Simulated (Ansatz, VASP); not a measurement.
**Two plane-wave programs on SbP3S4**

```
CELL_PARAMETERS angstrom
6.32114 0.00000 0.00000
0.00000 6.32114 0.00000
0.00000 0.00000 6.32114
ATOMIC_POSITIONS crystal
Sb 0.00000 0.00000 0.00000
P 0.50000 0.00000 0.00000
P 0.00000 0.50000 0.00000
P 0.00000 0.00000 0.50000
S 0.23087 0.23087 0.23087
S 0.23087 0.76913 0.76913
S 0.76913 0.76913 0.23087
S 0.76913 0.23087 0.76913
```

Alike in both runs: functional PBE; k mesh 6 × 6 × 6; occupations gaussian, width 0.1 eV; no spin polarisation.

Ansatz relaxed the structure, and its values are those at the end. VASP's run is a single point on that final structure, the one shown.

|  | VASP | Ansatz |
| --- | --- | --- |
| version | VASP 6.6.1 | Ansatz 0.2.0 |
| potentials or method | VASP PAW PBE potentials, release 64 (Sb, P, S), cutoff 520 eV | scalar-relativistic, plane waves, PAW |
| valence electrons in the cell | 44 | 54 |

|  | VASP | Ansatz | Ansatz less VASP |
| --- | --- | --- | --- |
| gap on the k mesh at the Fermi level (eV) | none | none | - |
| pressure (GPa) | -0.1 | 0.0 | +0.07 |
| rms of the force components (eV/Å) | 0.006 | 0.000 | -0.0060 |

A gap of «none» marks a metal or a gap that the smearing closes. With one functional, cell and mesh, what is left measures potentials, basis and numerics. VASP's potentials hold 44 valence electrons a cell and Ansatz's 54, so a difference there can come from the potentials and not from the codes.

Spin-orbit coupling is off throughout.
